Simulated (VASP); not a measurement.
Write the native input for VASP 6.6.1 that does the following.

```
Task                   : single point
Functional             : PBE
Potentials or basis    : VASP PAW PBE potentials, release 64 (Ga_d, Si, S)
Cutoff                 : 520 eV
k mesh                 : 8 × 8 × 10
Occupations            : gaussian, width 0.1 eV
Spin                   : no spin polarisation
Dipole correction      : no
Further INCAR settings : ALGO = Normal; EDIFF = 1e-06; NBANDS = 28
```

The structure of GaSi3S2 lies in POSCAR:

```
GaSi3S2
1.0
    3.3973833558     -4.0291508648      0.0000000000
    3.3973833558      4.0291508648      0.0000000000
    0.0000000000      0.0000000000      4.0896945560
Ga Si S
1 3 2
Direct
    0.5000000000      0.5000000000      0.5000000000
    0.0000000000      0.0000000000      0.5000000000
    0.0000000000      0.5000000000      0.5000000000
    0.5000000000      0.0000000000      0.5000000000
    0.7784255115      0.2215744885      0.0000000000
    0.2215744885      0.7784255115      0.0000000000
```

The cell was generated, and may not be a known phase.

These files were run (other wordings do the same):

INCAR

```
SYSTEM = GaSi3S2
PREC = Accurate
ENCUT = 520
EDIFF = 1E-6
ISMEAR = 0
SIGMA = 0.1
LREAL = .False.
LASPH = .True.
NELM = 100
ALGO = Normal
ISIF = 2
LWAVE = .False.
LCHARG = .False.
GGA = PE
NBANDS = 28
```

KPOINTS

```
regular mesh
0
Gamma
  8 8 10
  0 0 0
```

Potentials or basis: VASP PAW PBE potentials, release 64 (Ga_d, Si, S).

Launch:

```bash
$ cat potpaw_PBE.64/Ga_d/POTCAR potpaw_PBE.64/Si/POTCAR potpaw_PBE.64/S/POTCAR > POTCAR
$ mpirun -np 1 vasp_std > vasp.out
```

It gave:

```yaml
Pressure: 0.0 GPa
Band_gap_on_the_k_mesh: zero (an odd number of electrons rules out a gap without spin polarisation)
```

Caveat: an odd number of electrons without spin polarisation forces a metal; a magnetic or distorted state may lie lower.

It took 7.1 min on 1 thread of Intel Xeon 8259CL (shared host), peak memory 0.46 GiB.
